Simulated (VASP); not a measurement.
Write the native input for VASP 6.6.1 that does the following.

* Task: single point
* Functional: PBEsol
* Potentials or basis: VASP PAW PBE potentials, release 64 (Li_sv, Mg, B, N)
* Cutoff: 520 eV
* k mesh: 8 × 8 × 8
* Occupations: gaussian, width 0.05 eV
* Spin: no spin polarisation
* Dipole correction: no
* Further INCAR settings: ALGO = Normal; EDIFF = 1e-06; NBANDS = 17

The structure of LiMgBN2 lies in POSCAR:

```
LiMgBN2
1.0
   -1.9324005310      1.9324005310      4.5247650217
    1.9324005310     -1.9324005310      4.5247650217
    1.9324005310      1.9324005310     -4.5247650217
Li Mg B N
1 1 1 2
Direct
    0.2500000000      0.7500000000      0.5000000000
    0.7500000000      0.2500000000      0.5000000000
    0.5000000000      0.5000000000      0.0000000000
    0.6699362387      0.6699362387      0.0000000000
    0.3300637613      0.3300637613      0.0000000000
```

This cell differs from its parent crystal: atoms shifted along a free coordinate.

These files were run (other wordings do the same):

INCAR

```
SYSTEM = LiMgBN2
PREC = Accurate
ENCUT = 520
EDIFF = 1E-6
ISMEAR = 0
SIGMA = 0.05
LREAL = .FALSE.
LASPH = .TRUE.
NELM = 60
ALGO = Normal
ISIF = 2
LWAVE = .FALSE.
LCHARG = .TRUE.
GGA = PS
LELF = .TRUE.
LVHAR = .TRUE.
NBANDS = 17
```

KPOINTS

```
Automatic mesh
0
G
  8 8 8
  0 0 0
```

Potentials or basis: VASP PAW PBE potentials, release 64 (Li_sv, Mg, B, N).

Run with:

```console
$ cat potpaw_PBE.64/Li_sv/POTCAR potpaw_PBE.64/Mg/POTCAR potpaw_PBE.64/B/POTCAR potpaw_PBE.64/N/POTCAR > POTCAR
$ mpirun -np 1 vasp_std > vasp.out
```

It gave:

```
Largest force          : 6.351 eV/Å
Band gap on the k mesh : 1.98 eV (least direct gap 3.28 eV)
```

Caveat: the cell differs from its parent crystal (atoms shifted along a free coordinate); the PAW data sets were made with another functional, which shifts forces and pressure a little.

Wall time 47 s on 1 thread of Intel(R) Xeon(R) 6975P-C (Granite Rapids) (shared host), peak memory 0.28 GiB.
